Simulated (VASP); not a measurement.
# Sn4O7 (a cell with a defect) in VASP: single point with PBE+D3(BJ)

Aim: the single point of Sn4O7 (a cell with a defect) with PBE+D3(BJ).

Everything below comes from runs of VASP 6.6.1. Logs are shortened: lines on timing, memory, paths and dates and some standing lists are left out, and cuts for length are marked.

## (1) The cell of the first run

The cell holds a defect, 11 atoms: a = 5.692 Å, b = 5.692 Å, c = 5.692 Å, α = 69.32°, β = 69.32°, γ = 69.32°.

## (2) Single point, PBE+D3(BJ)

Contents of INCAR:

```
SYSTEM = Sn4O7
PREC = Accurate
ENCUT = 520
EDIFF = 1E-7
ISMEAR = 0
SIGMA = 0.05
LREAL = .FALSE.
LASPH = .TRUE.
NELM = 60
ALGO = Normal
ISIF = 2
LWAVE = .FALSE.
LCHARG = .FALSE.
GGA = PE
IVDW = 12
NBANDS = 60
NELECT = 96.0
KPAR = 4
```

Contents of KPOINTS:

```
Automatic mesh
0
G
  6 6 6
  0 0 0
```

Contents of POSCAR:

```
Sn4O7
1.0
    3.2375465924      1.8691983966      4.2928880043
   -3.2375465924      1.8691983966      4.2928880043
    0.0000000000     -3.7383967932      4.2928880043
Sn O
4 7
Direct
    0.8647861010      0.8647861010      0.8647861010
    0.3647882246      0.3647882246      0.8647861258
    0.3647882246      0.8647861258      0.3647882246
    0.8647861258      0.3647882246      0.3647882246
    0.6211712003      0.1211725069      0.6211712003
    0.6211712003      0.6211712003      0.1211725069
    0.6084038764      0.6084038764      0.6084038764
    0.1211729409      0.1211729409      0.1211729409
    0.1147866685     -0.1352139848      0.6147875696
    0.1084008301      0.6084039388      0.1084008301
    0.6084039388      0.1084008301      0.1084008301
```

Potentials or basis: VASP PAW PBE potentials, release 64 (Sn_d, O).

On the command line:

```console
> cat potpaw_PBE.64/Sn_d/POTCAR potpaw_PBE.64/O/POTCAR > POTCAR
> mpirun -np 4 vasp_std > vasp.out
```

OUTCAR:

```text
SYSTEM = Sn4O7
   PREC = Accurate
   ENCUT = 520
   EDIFF = 1E-7
   ISMEAR = 0
   LREAL = .FALSE.
   LASPH = .TRUE.
   NELM = 60
   ISIF = 2
   GGA = PE
   IVDW = 12
   NELECT = 96.0
 IVDW          = 12

 ion  position               nearest neighbor table
   1  0.865  0.865  0.865-   9 1.62  10 2.12  11 2.12   6 2.12   5 2.12   4 3.24   3 3.24   4 3.24
                             3 3.24   2 3.24   2 3.24
   2  0.365  0.365  0.865-   5 2.12   7 2.12   8 2.12  10 2.12  11 2.12   9 2.80   3 3.24   4 3.24
                             1 3.24   1 3.24   4 3.24   3 3.24
   3  0.365  0.865  0.365-   9 1.62   6 2.12   7 2.12   8 2.12  11 2.12   2 3.24   4 3.24   1 3.24
                             1 3.24   2 3.24   4 3.24
   4  0.865  0.365  0.365-   5 2.12   6 2.12   7 2.12   8 2.12  10 2.12   9 2.80   2 3.24   3 3.24
                             1 3.24   1 3.24   2 3.24   3 3.24
   5  0.621  0.121  0.621-   4 2.12   2 2.12   1 2.12
   6  0.621  0.621  0.121-   3 2.12   4 2.12   1 2.12
   7  0.608  0.608  0.608-   2 2.12   3 2.12   4 2.12
   8  0.121  0.121  0.121-   2 2.12   3 2.12   4 2.12
   9  0.115  0.865  0.615-   1 1.62   3 1.62   2 2.80   4 2.80
  10  0.108  0.608  0.108-   1 2.12   4 2.12   2 2.12
  11  0.608  0.108  0.108-   1 2.12   3 2.12   2 2.12

  LATTYP: Found a trigonal (rhomboedric) cell.
 ALAT       =     5.6924948837
 COS(alpha) =     0.3530708029

  Lattice vectors:

 A1 = (   3.2375465924,   1.8691983966,   4.2928880043)
 A2 = (  -3.2375465924,   1.8691983966,   4.2928880043)
 A3 = (   0.0000000000,  -3.7383967932,   4.2928880043)

Analysis of symmetry for initial positions (statically):
=====================================================================
 Subroutine PRICEL returns:
 Original cell was already a primitive cell.

 Routine SETGRP: Setting up the symmetry group for a
 trigonal (rhombohedral) supercell.

 Subroutine GETGRP returns: Found  4 space group operations
 (whereof  1 operations were pure point group operations)
 out of a pool of 12 trial point group operations.

The static configuration has the point symmetry C_1 .
 The point group associated with its full space group is C_2h.

Analysis of symmetry for dynamics (positions and initial velocities):
=====================================================================
 Subroutine PRICEL returns:
 Original cell was already a primitive cell.

 Routine SETGRP: Setting up the symmetry group for a
 trigonal (rhombohedral) supercell.

 Subroutine GETGRP returns: Found  4 space group operations
 (whereof  1 operations were pure point group operations)
 out of a pool of 12 trial point group operations.

The dynamic configuration has the point symmetry C_1 .
 The point group associated with its full space group is C_2h.

 Subroutine INISYM returns: Found  4 space group operations
 (whereof  1 operations are pure point group operations),
 and found     1 'primitive' translations

----------------------------------------------------------------------------------------

                                     Primitive cell

  volume of cell :     155.8735

  direct lattice vectors                    reciprocal lattice vectors
     3.237546592  1.869198397  4.292888004     0.154437932  0.089164782  0.077647806
    -3.237546592  1.869198397  4.292888004    -0.154437932  0.089164782  0.077647806
     0.000000000 -3.738396793  4.292888004     0.000000000 -0.178329563  0.077647806

  length of vectors
     5.692494884  5.692494884  5.692494884     0.194500938  0.194500938  0.194500938

  position of ions in fractional coordinates (direct lattice)
     0.864786101  0.864786101  0.864786101
     0.364788225  0.364788225  0.864786126
     0.364788225  0.864786126  0.364788225
     0.864786126  0.364788225  0.364788225
     0.621171200  0.121172507  0.621171200
     0.621171200  0.621171200  0.121172507
     0.608403876  0.608403876  0.608403876
     0.121172941  0.121172941  0.121172941
     0.114786669  0.864786015  0.614787570
     0.108400830  0.608403939  0.108400830
     0.608403939  0.108400830  0.108400830

  ion indices of the primitive-cell ions
   primitive index   ion index
                 1           1
                 2           2
                 3           3
                 4           4
                 5           5
                 6           6
                 7           7
                 8           8
                 9           9
                10          10
                11          11

----------------------------------------------------------------------------------------

 KPOINTS: Automatic mesh

Automatic generation of k-mesh.
 Grid dimensions read from file:
 generate k-points for:    6    6    6

 Generating k-lattice:

  Cartesian coordinates                     Fractional coordinates (reciprocal lattice)
     0.025739655  0.014860797  0.012941301     0.166666667  0.000000000 -0.000000000
    -0.025739655  0.014860797  0.012941301     0.000000000  0.166666667 -0.000000000
     0.000000000 -0.029721594  0.012941301    -0.000000000 -0.000000000  0.166666667

  Length of vectors
     0.032416823  0.032416823  0.032416823

  Shift w.r.t. Gamma in fractional coordinates (k-lattice)
     0.000000000  0.000000000  0.000000000

 Subroutine IBZKPT returns following result:
 ===========================================

 Found     68 irreducible k-points:

 Following reciprocal coordinates:
            Coordinates               Weight
  0.000000  0.000000  0.000000      1.000000
  0.166667 -0.000000  0.000000      4.000000
 -0.000000  0.166667  0.000000      2.000000
  0.333333  0.000000  0.000000      4.000000
  0.000000  0.333333  0.000000      2.000000
  0.500000  0.000000  0.000000      2.000000
[... 16 lines left out ...]
  0.500000  0.333333  0.000000      4.000000
  0.500000  0.000000 -0.333333      4.000000
 [... further k-points ...]
   k-points           NKPTS =     68   k-points in BZ     NKDIM =     68   number of bands    NBANDS=     60
   number of dos      NEDOS =    301   number of ions     NIONS =     11
   total plane-waves  NPLWV =  74088
   dimension x,y,z NGX =    42 NGY =   42 NGZ =   42
   dimension x,y,z NGXF=    84 NGYF=   84 NGZF=   84
   ions per type =               4   7
   NGX,Y,Z   is equivalent  to a cutoff of  12.27, 12.27, 12.27 a.u.
   NGXF,Y,Z  is equivalent  to a cutoff of  24.53, 24.53, 24.53 a.u.
 SYSTEM =  Sn4O7
   PREC   = accura    normal or accurate (medium, high low for compatibility)
   ISTART =      0    job   : 0-new  1-cont  2-samecut
   ICHARG =      2    charge: 1-file 2-atom 10-const
   ISPIN  =      1    spin polarized calculation?
   LNONCOLLINEAR =      F non collinear calculations
   LSORBIT =      F    spin-orbit coupling
   LASPH  =      T    aspherical Exc in radial PAW
   ENCUT  =  520.0 eV  38.22 Ry    6.18 a.u.  10.58 10.58 10.58*2*pi/ulx,y,z
   NELM   =     60;   NELMIN=  2; NELMDL= -5     # of ELM steps
   EDIFF  = 0.1E-06   stopping-criterion for ELM
   LREAL  =      F    real-space projection
   EDIFFG = 0.1E-05   stopping-criterion for IOM
   NSW    =      0    number of steps for IOM
   IBRION =     -1    ionic relax: 0-MD 1-quasi-New 2-CG
   NFREE  =      0    steps in history (QN), initial steepest desc. (CG)
   ISIF   =      2    stress and relaxation
   ISYM   =      2    0-nonsym 1-usesym 2-fastsym
   POTIM  = 0.5000    time-step for ionic-motion
   TEBEG  =    0.0;   TEEND  =   0.0 temperature during run
   PSTRESS=    0.0 pullay stress
   NELECT =      96.0000    total number of electrons
   NUPDOWN=      -1.0000    fix difference up-down
   EMIN   =  10.00;   EMAX   =-10.00  energy-range for DOS
   EFERMI =   0.00;   METHOD = LEGACY
   ISMEAR =     0;   SIGMA  =   0.05  broadening in eV -4-tet -1-fermi 0-gaus
   EFERMI_NEDOS =   21; number of points for ismear=-14 and -15
   IALGO  =     38    algorithm
   IMIX   =      4    mixing-type and parameters
     AMIX     =   0.40;   BMIX     =  1.00
     AMIX_MAG =   1.60;   BMIX_MAG =  1.00
  volume/ion in A,a.u.               =      14.17        95.63
  Fermi-wavevector in a.u.,A,eV,Ry     =   1.392861  2.632126 26.396149  1.940062
  Thomas-Fermi vector in A             =   2.516563
   LORBIT       =      0    0 simple, 1 ext, 2 COOP (PROOUT), +10 PAW based schemes
   GGA     = PE    functional components
   LHFCALC =     F    Hartree Fock is set to
   AEXX    =    0.0000 exact exchange contribution
   IVDW    =    12    specifies the selected vdW correction
   LEPSILON=     F    determine dielectric tensor
   LRPA    =     F    only Hartree local field effects (RPA)
 non-spin polarized calculation
 Gauss-broadening in eV      SIGMA  =   0.05
  energy-cutoff  :      520.00
  volume of cell :      155.87
 maximum number of plane-waves:      4216
   NGX = 21   NGY = 21   NGZ = 21

 number of electron      96.0000015 magnetization

 Free energy of the ion-electron system (eV)
  ---------------------------------------------------
  ext. energy  EPLUGINS =         0.00000000
  ---------------------------------------------------
  free energy    TOTEN  =       -71.17409470 eV

  energy without entropy =      -71.17386583  energy(sigma->0) =      -71.17398027

 E-fermi :   4.9909     XC(G=0): -10.0543

 val. band max:        4.9583085303   @ k =   0.0000   0.0000   0.0000
 cond. band min:       5.0174088189   @ k =   0.0000   0.0000   0.0000
 fundamental gap:      0.0591002886
 Fermi energy:         4.9908958218

 k-point     1 :       0.0000    0.0000    0.0000
  band No.  band energies     occupation
      1     -19.0091      2.00000
      2     -16.3221      2.00000
      3     -16.0493      2.00000
      4     -16.0488      2.00000
      5     -15.8790      2.00000
      6     -15.5067      2.00000
[... 52 lines left out ...]
     59      14.0806      0.00000
     60      14.4377      0.00000

 k-point     2 :       0.1667   -0.0000    0.0000
  band No.  band energies     occupation
      1     -18.9934      2.00000
      2     -16.3323      2.00000
      3     -16.0617      2.00000
      4     -15.9918      2.00000
      5     -15.8542      2.00000
      6     -15.5073      2.00000
[... 52 lines left out ...]
     59      14.0542      0.00000
     60      14.3834      0.00000

 k-point     3 :      -0.0000    0.1667    0.0000
  band No.  band energies     occupation
      1     -19.0081      2.00000
      2     -16.2994      2.00000
      3     -16.0418      2.00000
      4     -16.0224      2.00000
      5     -15.8535      2.00000
      6     -15.5057      2.00000
[... 1312 lines left out ...]
     59      13.8513      0.00000
     60      14.4061      0.00000

 k-point    24 :       0.5000    0.0000   -0.3333
  band No.  band energies     occupation
      1     -18.9902      2.00000
      2     -16.2828      2.00000
      3     -15.9619      2.00000
      4     -15.9272      2.00000
      5     -15.7069      2.00000
      6     -15.5876      2.00000
[... 52 lines left out ...]
     59      14.2098      0.00000
     60      14.4621      0.00000

 [... further k-points ...]

------------------------ aborting loop because EDIFF is reached ----------------------------------------

 Edisp (eV)   -2.20060

 E8    (eV) :    -0.8894

  FORCE on cell =-STRESS in cart. coord.  units (eV):
  Direction    XX          YY          ZZ          XY          YZ          ZX
  --------------------------------------------------------------------------------------
  -------------------------------------------------------------------------------------
  Total      -3.63183    16.11029   -26.56925    17.09717    -0.43299     0.74996
  in kB     -37.33048   165.59289  -273.09740   175.73679    -4.45058     7.70863
  external pressure =      -48.28 kB  Pullay stress =        0.00 kB

 VOLUME and BASIS-vectors are now :
 -----------------------------------------------------------------------------
  energy-cutoff  :      520.00
  volume of cell :      155.87
      direct lattice vectors                 reciprocal lattice vectors
     3.237546592  1.869198397  4.292888004     0.154437932  0.089164782  0.077647806
    -3.237546592  1.869198397  4.292888004    -0.154437932  0.089164782  0.077647806
     0.000000000 -3.738396793  4.292888004     0.000000000 -0.178329563  0.077647806

 POSITION                                       TOTAL-FORCE (eV/Angst)
 -----------------------------------------------------------------------------------
      0.00000      0.00000     11.13729        -9.208227    -15.949118     -0.000000
      0.00000     -1.86919      6.84442         1.974107     -1.139751      2.336052
     -1.61877      0.93460      6.84442         9.208227     15.949118     -0.000000
      1.61877      0.93460      6.84442        -1.974107      1.139751     -2.336052
      1.61877     -0.93460      5.85342        -0.356219      0.518489      0.093909
      0.00000      1.86919      5.85342         0.122714     -0.070849      0.018276
      0.00000      0.00000      7.83543         0.356219     -0.518489     -0.093909
      0.00000      0.00000      1.56055        -0.627134      0.049250      0.093909
     -2.42816     -0.46730      6.84441         0.000000     -0.000000     -0.000000
     -1.61878      0.93461      3.54252         0.627134     -0.049250     -0.093909
      1.61878      0.93461      3.54252        -0.122714      0.070849     -0.018276
 -----------------------------------------------------------------------------------
    total drift:                                0.018647      0.030247     -0.163579

  FREE ENERGIE OF THE ION-ELECTRON SYSTEM (eV)
  ---------------------------------------------------
  free  energy   TOTEN  =       -73.3746945239 eV

  energy  without entropy=      -73.3744656547  energy(sigma->0) =      -73.37458009
```

It took 6.8 min on 4 MPI ranks of Oxide Virtual Turin-like, shared host; peak memory 0.54 GiB.

Results:

```yaml
Free_energy: -73.3747 eV
Largest_force: 18.416 eV/Å
Dispersion_energy_per_atom: -0.200 eV
```

Forces on the atoms (eV/Å):
```
Sn   -9.208 -15.949   0.000
Sn    1.974  -1.140   2.336
Sn    9.208  15.949   0.000
Sn   -1.974   1.140  -2.336
O    -0.356   0.518   0.094
O     0.123  -0.071   0.018
O     0.356  -0.518  -0.094
O    -0.627   0.049   0.094
O     0.000   0.000   0.000
O     0.627  -0.049  -0.094
O    -0.123   0.071  -0.018
```

Caveat: the cell carries a net charge on a neutralising background, which shifts energy and pressure; the cell differs from its parent crystal (atoms taken out, atom 9 moved 0.500 of the way to it and -0.000 Å across, host rigid); the cell is charged against a uniform background, so pressure and absolute levels hang on convention; spin-orbit coupling is left out, which moves the levels of the heavy elements.
